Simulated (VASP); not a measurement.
**Rb: single point with r2SCAN**

Rb:

```
Rb
1.0
    -4.39557    4.39557    2.39787
     4.39557   -4.39557    2.39787
     4.39557    4.39557   -2.39787
Rb
2
Cartesian
  0.0000 0.0000 0.0000
  0.0000 4.3956 1.1989
```

```yaml
Program: VASP 6.6.1
Task: single point
Functional: r2SCAN
Potentials_or_basis: VASP PAW PBE potentials, release 64 (Rb_sv)
Cutoff: 520 eV
k_mesh: 4 × 4 × 4
Occupations: gaussian, width 0.1 eV
Spin: no spin polarisation
```

- Pressure: 0.1 GPa
- Band gap on the k mesh: zero (band 9 reaches 0.72 eV, above the bottom of band 10 at -0.80 eV)

Stress tensor (GPa, compression positive):
```
0.06 0.00 0.00
0.00 0.06 0.00
0.00 0.00 0.25
```

Levels at points of the mesh, in eV from the Fermi level:
| k point | band 5 | band 6 | band 7 | band 8 | band 9 | band 10 | band 11 | band 12 | band 13 | band 14 |
| --- | --- | --- | --- | --- | --- | --- | --- | --- | --- | --- |
| (0.00, 0.00, 0.00) | -13.83 | -13.83 | -13.83 | -13.83 | -2.20 | 0.77 | 1.93 | 2.45 | 2.45 | 2.80 |
| (0.50, 0.00, 0.00) | -13.92 | -13.87 | -13.86 | -13.82 | 0.12 | 0.29 | 1.03 | 2.16 | 2.23 | 2.63 |
| (0.50, 0.50, 0.00) | -13.89 | -13.89 | -13.82 | -13.82 | -0.99 | -0.99 | 2.29 | 2.29 | 2.53 | 2.53 |
| (0.50, 0.50, 0.50) | -13.83 | -13.83 | -13.82 | -13.82 | -0.04 | -0.04 | 0.17 | 0.17 | 3.19 | 3.19 |

It took 110 s on 1 thread of Intel(R) Xeon(R) 6975P-C (Granite Rapids) (shared host), peak memory 0.38 GiB.

Caveat: the k points lie up to 0.37 Å⁻¹ apart; the PAW data sets were made with another functional, which shifts forces and pressure a little.
